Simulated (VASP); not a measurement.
# CoSi (P1) in VASP: single point with PBE

Aim: the single point of CoSi with PBE.

All numbers are computed with VASP 6.6.1; they aren't measurements. Logs are shortened: lines on timing, memory, paths and dates and some standing lists are left out, and cuts for length are marked.

## Step 1: The cell of the first run

The typed cell holds 8 atoms: a = 4.431 Å, b = 4.431 Å, c = 4.431 Å, α = 90.00°, β = 90.00°, γ = 90.00°.

## Step 2: Single point, PBE (atom 1 (Co) moved -0.200 Å towards its neighbour atom 2 (Co) at 2.725 Å)

Contents of INCAR:

```
ALGO = Fast
EDIFF = 1E-6
ENCUT = 520
GGA = PE
ISIF = 2
ISMEAR = 0
LASPH = T
LCHARG = F
LREAL = F
LWAVE = F
NBANDS = 36
NELM = 60
PREC = Accurate
SIGMA = 0.15
```

Contents of KPOINTS:

```
k-points
0
Gamma
  10 10 10
```

Contents of POSCAR:

```
CoSi
1.0
    4.4308490603      0.0000000000      0.0000000000
    0.0000000000      4.4308490603      0.0000000000
    0.0000000000      0.0000000000      4.4308490603
Co Si
4 4
Direct
    0.1296083002      0.1663068418      0.1817174532
    0.3549810884      0.8549810884      0.6450189116
    0.6450189116      0.3549810884      0.8549810884
    0.8549810884      0.6450189116      0.3549810884
    0.8431597103      0.8431597103      0.8431597103
    0.6568402897      0.1568402897      0.3431597103
    0.3431597103      0.6568402897      0.1568402897
    0.1568402897      0.3431597103      0.6568402897
```

Potentials or basis: VASP PAW PBE potentials, release 64 (Co, Si).

Started as:

```
$ cat potpaw_PBE.64/Co/POTCAR potpaw_PBE.64/Si/POTCAR > POTCAR
$ mpirun -np 1 vasp_std > vasp.out
```

OUTCAR:

```text
EDIFF = 1E-6
   ENCUT = 520
   GGA = PE
   ISIF = 2
   ISMEAR = 0
   LASPH = T
   LREAL = F
   NELM = 60
   PREC = Accurate

 ion  position               nearest neighbor table
   1  0.130  0.166  0.182-   6 2.21   8 2.25   7 2.37   5 2.43   6 2.44   7 2.45   8 2.46   4 2.56
                             2 2.67   4 2.72   3 2.72   3 2.83   2 2.92
   2  0.355  0.855  0.645-   6 2.32   7 2.34   5 2.34   8 2.34   7 2.43   8 2.43   5 2.43   1 2.67
                             3 2.72   3 2.72   4 2.72   4 2.72   1 2.92
   3  0.645  0.355  0.855-   7 2.32   6 2.34   5 2.34   8 2.34   8 2.43   6 2.43   5 2.43   1 2.72
                             4 2.72   2 2.72   2 2.72   4 2.72   1 2.83
   4  0.855  0.645  0.355-   8 2.32   5 2.34   7 2.34   6 2.34   6 2.43   5 2.43   7 2.43   1 2.56
                             1 2.72   3 2.72   2 2.72   2 2.72   3 2.72
   5  0.843  0.843  0.843-   4 2.34   3 2.34   2 2.34   1 2.43   3 2.43   4 2.43   2 2.43   6 2.74
                             7 2.74   8 2.74   6 2.74   8 2.74   7 2.74
   6  0.657  0.157  0.343-   1 2.21   2 2.32   3 2.34   4 2.34   3 2.43   4 2.43   1 2.44   8 2.74
                             5 2.74   5 2.74   7 2.74   7 2.74   8 2.74
   7  0.343  0.657  0.157-   3 2.32   2 2.34   4 2.34   1 2.37   4 2.43   2 2.43   1 2.45   6 2.74
                             8 2.74   5 2.74   8 2.74   6 2.74   5 2.74
   8  0.157  0.343  0.657-   1 2.25   4 2.32   3 2.34   2 2.34   2 2.43   3 2.43   1 2.46   6 2.74
                             7 2.74   7 2.74   5 2.74   5 2.74   6 2.74

  LATTYP: Found a simple cubic cell.
 ALAT       =     4.4308490603

  Lattice vectors:

 A1 = (   4.4308490603,   0.0000000000,   0.0000000000)
 A2 = (   0.0000000000,   4.4308490603,   0.0000000000)
 A3 = (   0.0000000000,   0.0000000000,   4.4308490603)

Analysis of symmetry for initial positions (statically):
=====================================================================
 Subroutine PRICEL returns:
 Original cell was already a primitive cell.

 Routine SETGRP: Setting up the symmetry group for a
 simple cubic supercell.

 Subroutine GETGRP returns: Found  1 space group operations
 (whereof  1 operations were pure point group operations)
 out of a pool of 48 trial point group operations.

The static configuration has the point symmetry C_1 .

Analysis of symmetry for dynamics (positions and initial velocities):
=====================================================================
 Subroutine PRICEL returns:
 Original cell was already a primitive cell.

 Routine SETGRP: Setting up the symmetry group for a
 simple cubic supercell.

 Subroutine GETGRP returns: Found  1 space group operations
 (whereof  1 operations were pure point group operations)
 out of a pool of 48 trial point group operations.

The dynamic configuration has the point symmetry C_1 .

 Subroutine INISYM returns: Found  1 space group operations
 (whereof  1 operations are pure point group operations),
 and found     1 'primitive' translations

----------------------------------------------------------------------------------------

                                     Primitive cell

  volume of cell :      86.9883

  direct lattice vectors                    reciprocal lattice vectors
     4.430849060  0.000000000  0.000000000     0.225690378  0.000000000  0.000000000
     0.000000000  4.430849060  0.000000000     0.000000000  0.225690378  0.000000000
     0.000000000  0.000000000  4.430849060     0.000000000  0.000000000  0.225690378

  length of vectors
     4.430849060  4.430849060  4.430849060     0.225690378  0.225690378  0.225690378

  position of ions in fractional coordinates (direct lattice)
     0.129608300  0.166306842  0.181717453
     0.354981088  0.854981088  0.645018912
     0.645018912  0.354981088  0.854981088
     0.854981088  0.645018912  0.354981088
     0.843159710  0.843159710  0.843159710
     0.656840290  0.156840290  0.343159710
     0.343159710  0.656840290  0.156840290
     0.156840290  0.343159710  0.656840290

  ion indices of the primitive-cell ions
   primitive index   ion index
                 1           1
                 2           2
                 3           3
                 4           4
                 5           5
                 6           6
                 7           7
                 8           8

----------------------------------------------------------------------------------------

 KPOINTS: k-points

Automatic generation of k-mesh.
 Grid dimensions read from file:
 generate k-points for:   10   10   10

 Generating k-lattice:

  Cartesian coordinates                     Fractional coordinates (reciprocal lattice)
     0.022569038  0.000000000  0.000000000     0.100000000  0.000000000  0.000000000
     0.000000000  0.022569038  0.000000000     0.000000000  0.100000000  0.000000000
     0.000000000  0.000000000  0.022569038     0.000000000  0.000000000  0.100000000

  Length of vectors
     0.022569038  0.022569038  0.022569038

  Shift w.r.t. Gamma in fractional coordinates (k-lattice)
     0.000000000  0.000000000  0.000000000

 Subroutine IBZKPT returns following result:
 ===========================================

 Found    504 irreducible k-points:

 Following reciprocal coordinates:
            Coordinates               Weight
  0.000000  0.000000  0.000000      1.000000
  0.100000  0.000000  0.000000      2.000000
  0.000000  0.100000  0.000000      2.000000
  0.000000  0.000000  0.100000      2.000000
  0.200000  0.000000  0.000000      2.000000
  0.000000  0.200000  0.000000      2.000000
[... 16 lines left out ...]
  0.200000  0.100000  0.000000      2.000000
  0.000000  0.200000  0.100000      2.000000
 [... further k-points ...]
   k-points           NKPTS =    504   k-points in BZ     NKDIM =    504   number of bands    NBANDS=     36
   number of dos      NEDOS =    301   number of ions     NIONS =      8
   total plane-waves  NPLWV =  46656
   dimension x,y,z NGX =    36 NGY =   36 NGZ =   36
   dimension x,y,z NGXF=    72 NGYF=   72 NGZF=   72
   ions per type =               4   4
   NGX,Y,Z   is equivalent  to a cutoff of  13.51, 13.51, 13.51 a.u.
   NGXF,Y,Z  is equivalent  to a cutoff of  27.01, 27.01, 27.01 a.u.
 SYSTEM =  unknown system
   PREC   = accura    normal or accurate (medium, high low for compatibility)
   ISTART =      0    job   : 0-new  1-cont  2-samecut
   ICHARG =      2    charge: 1-file 2-atom 10-const
   ISPIN  =      1    spin polarized calculation?
   LNONCOLLINEAR =      F non collinear calculations
   LSORBIT =      F    spin-orbit coupling
   LASPH  =      T    aspherical Exc in radial PAW
   ENCUT  =  520.0 eV  38.22 Ry    6.18 a.u.   8.24  8.24  8.24*2*pi/ulx,y,z
   NELM   =     60;   NELMIN=  2; NELMDL= -5     # of ELM steps
   EDIFF  = 0.1E-05   stopping-criterion for ELM
   LREAL  =      F    real-space projection
   EDIFFG = 0.1E-04   stopping-criterion for IOM
   NSW    =      0    number of steps for IOM
   IBRION =     -1    ionic relax: 0-MD 1-quasi-New 2-CG
   NFREE  =      0    steps in history (QN), initial steepest desc. (CG)
   ISIF   =      2    stress and relaxation
   ISYM   =      2    0-nonsym 1-usesym 2-fastsym
   POTIM  = 0.5000    time-step for ionic-motion
   TEBEG  =    0.0;   TEEND  =   0.0 temperature during run
   PSTRESS=    0.0 pullay stress
   NELECT =      52.0000    total number of electrons
   NUPDOWN=      -1.0000    fix difference up-down
   EMIN   =  10.00;   EMAX   =-10.00  energy-range for DOS
   EFERMI =   0.00;   METHOD = LEGACY
   ISMEAR =     0;   SIGMA  =   0.15  broadening in eV -4-tet -1-fermi 0-gaus
   EFERMI_NEDOS =   21; number of points for ismear=-14 and -15
   IALGO  =     68    algorithm
   IMIX   =      4    mixing-type and parameters
     AMIX     =   0.40;   BMIX     =  1.00
     AMIX_MAG =   1.60;   BMIX_MAG =  1.00
  volume/ion in A,a.u.               =      10.87        73.38
  Fermi-wavevector in a.u.,A,eV,Ry     =   1.379079  2.606080 25.876343  1.901858
  Thomas-Fermi vector in A             =   2.504081
   LORBIT       =      0    0 simple, 1 ext, 2 COOP (PROOUT), +10 PAW based schemes
   GGA     = PE    functional components
   LHFCALC =     F    Hartree Fock is set to
   AEXX    =    0.0000 exact exchange contribution
   IVDW    =     0    specifies the selected vdW correction
   LEPSILON=     F    determine dielectric tensor
   LRPA    =     F    only Hartree local field effects (RPA)
 non-spin polarized calculation
 RMM-DIIS sequential band-by-band and
 Gauss-broadening in eV      SIGMA  =   0.15
  energy-cutoff  :      520.00
  volume of cell :       86.99
 maximum number of plane-waves:      2367
 NGX is ok and might be reduce to    36
   NGX = 17   NGY = 17   NGZ = 17

 number of electron      52.0000003 magnetization

 Free energy of the ion-electron system (eV)
  ---------------------------------------------------
  ext. energy  EPLUGINS =         0.00000000
  ---------------------------------------------------
  free energy    TOTEN  =       -54.50677644 eV

  energy without entropy =      -54.48862772  energy(sigma->0) =      -54.49770208

 E-fermi :  12.1341     XC(G=0): -12.8641

 val. band max:       12.1328284429   @ k =  -0.4000   0.4000   0.4000
 cond. band min:      12.1344735977   @ k =   0.4000   0.5000   0.4000
 fundamental gap:      0.0016451548
 Fermi energy:        12.1341291653

 k-point     1 :       0.0000    0.0000    0.0000
  band No.  band energies     occupation
      1      -1.5645      2.00000
      2       3.8964      2.00000
      3       3.9235      2.00000
      4       3.9380      2.00000
      5       6.5799      2.00000
      6       6.6146      2.00000
[... 28 lines left out ...]
     35      15.7956      0.00000
     36      16.9120      0.00000

 k-point     2 :       0.1000    0.0000    0.0000
  band No.  band energies     occupation
      1      -1.4900      2.00000
      2       3.3077      2.00000
      3       3.9694      2.00000
      4       4.3841      2.00000
      5       6.2598      2.00000
      6       6.6596      2.00000
[... 850 lines left out ...]
 k-point    24 :       0.0000    0.2000    0.1000
  band No.  band energies     occupation
      1      -1.1945      2.00000
      2       2.5622      2.00000
      3       3.8187      2.00000
      4       4.8904      2.00000
      5       6.0428      2.00000
      6       6.7672      2.00000
[... 28 lines left out ...]
     35      16.7129      0.00000
     36      17.2724      0.00000

 [... further k-points ...]

------------------------ aborting loop because EDIFF is reached ----------------------------------------

  FORCE on cell =-STRESS in cart. coord.  units (eV):
  Direction    XX          YY          ZZ          XY          YZ          ZX
  --------------------------------------------------------------------------------------
  -------------------------------------------------------------------------------------
  Total        0.6233068      0.5563409      0.5521101     -0.0929557      0.7178632     -0.5398721
  in kB       11.4802570     10.2468568     10.1689336     -1.7120875     13.2218249     -9.9435294
  external PRESSURE =      10.6320158 kB  Pullay stress =       0.0000000 kB

 VOLUME and BASIS-vectors are now :
 -----------------------------------------------------------------------------
  energy-cutoff  :      520.00
  volume of cell :       86.99
      direct lattice vectors                 reciprocal lattice vectors
     4.430849060  0.000000000  0.000000000     0.225690378  0.000000000  0.000000000
     0.000000000  4.430849060  0.000000000     0.000000000  0.225690378  0.000000000
     0.000000000  0.000000000  4.430849060     0.000000000  0.000000000  0.225690378

 POSITION                                       TOTAL-FORCE (eV/Angst)
 -----------------------------------------------------------------------------------
      0.57427      0.73688      0.80516         1.061483     -1.154492     -2.020738
      1.57287      3.78829      2.85798        -0.110969      0.054105      0.269713
      2.85798      1.57287      3.78829        -0.068914     -0.038813      0.165958
      3.78829      2.85798      1.57287        -0.287107      0.431515      0.090533
      3.73591      3.73591      3.73591         0.235022      0.211961      0.223787
      2.91036      0.69494      1.52049        -0.620256      0.053358      0.349989
      1.52049      2.91036      0.69494        -0.185289      0.306748      0.100432
      0.69494      1.52049      2.91036        -0.023970      0.135618      0.820327
 -----------------------------------------------------------------------------------
    total drift:                                0.000091     -0.000040     -0.000047

  FREE ENERGIE OF THE ION-ELECTRON SYSTEM (eV)
  ---------------------------------------------------
  free  energy   TOTEN  =       -54.5067764370 eV

  energy  without entropy=      -54.4886277214  energy(sigma->0) =      -54.49770208
```

Run time: 36 min. Hardware: 1 thread of Oxide Virtual Turin-like, shared host; peak memory 1.1 GiB.

What came out:

| Item | Value |
| --- | --- |
| Free energy | -54.5068 eV |
| Pressure | 1.1 GPa |
| Largest force | 2.558 eV/Å |
| Band gap on the k mesh | zero (bands 26 and 27 overlap by 0.23 eV) |

Forces in eV/Å, atoms in the order of the input:
```
Co   1.061 -1.154 -2.021
Co  -0.111  0.054  0.270
Co  -0.069 -0.039  0.166
Co  -0.287  0.432  0.091
Si   0.235  0.212  0.224
Si  -0.620  0.053  0.350
Si  -0.185  0.307  0.100
Si  -0.024  0.136  0.820
```

Caveat: the cell differs from its parent crystal (atom 1 (Co) moved -0.200 Å towards its neighbour atom 2 (Co) at 2.725 Å); the run has no spin polarisation, though such a crystal can be magnetic; forces of over 1 eV/Å act on the atoms, so gaps and moduli don't describe the material at rest. Spin polarisation is off, so any magnetic state and its effect on volume and gap are missing.
